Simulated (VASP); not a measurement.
Input of a VASP 6.6.1 run:

The input INCAR:

```
SYSTEM = SnSe
PREC     = Accurate       ! precision mode
ENCUT    = 520            ! plane-wave cutoff, eV
EDIFF    = 1E-7           ! SCF threshold, eV
ISMEAR   = 0              ! smearing method
SIGMA    = 0.05           ! smearing width, eV
LREAL    = .FALSE.        ! projectors in reciprocal space
LASPH    = .TRUE.         ! aspherical terms in the spheres
NELM     = 60             ! most SCF steps
ALGO     = Normal         ! electronic algorithm
ISIF     = 2              ! what is computed and relaxed
LWAVE    = .FALSE.        ! write WAVECAR
LCHARG   = .FALSE.        ! write CHGCAR
GGA      = CA             ! functional
NBANDS   = 17             ! bands
```

KPOINTS

```
Automatic mesh
0
G
  8 8 8
  0 0 0
```

File POSCAR:

```
SnSe
1.0
    0.0037625000      3.0100000000      3.0100000000
    3.0137625000      0.0000000000      3.0137625000
    3.0100000000      3.0100000000      0.0037625000
Sn Se
1 1
Direct
    0.0000000000      0.0000000000      0.0000000000
    0.5000000000      0.5000000000      0.5000000000
```

Potentials or basis: VASP PAW LDA potentials, release 64 (Sn_d, Se).

Command:

```sh
$ cat potpaw_LDA.64/Sn_d/POTCAR potpaw_LDA.64/Se/POTCAR > POTCAR
$ mpirun -np 1 vasp_std > vasp.out
```

Task: What does it give for the band gap on the k mesh?

Result: 0.62 eV (least direct gap 0.63 eV).

Task: Predict the pressure.

Result: -3.3 GPa.

Caveat: the cell differs from its parent crystal (strain +0.0025 x Voigt [0, 0, 0, 0, 1, 0]); the cell stands under tension; semilocal functionals underestimate gaps, and a narrow one can read as zero; spin-orbit coupling is left out, which moves the levels of the heavy elements. A k mesh can miss the band edges.
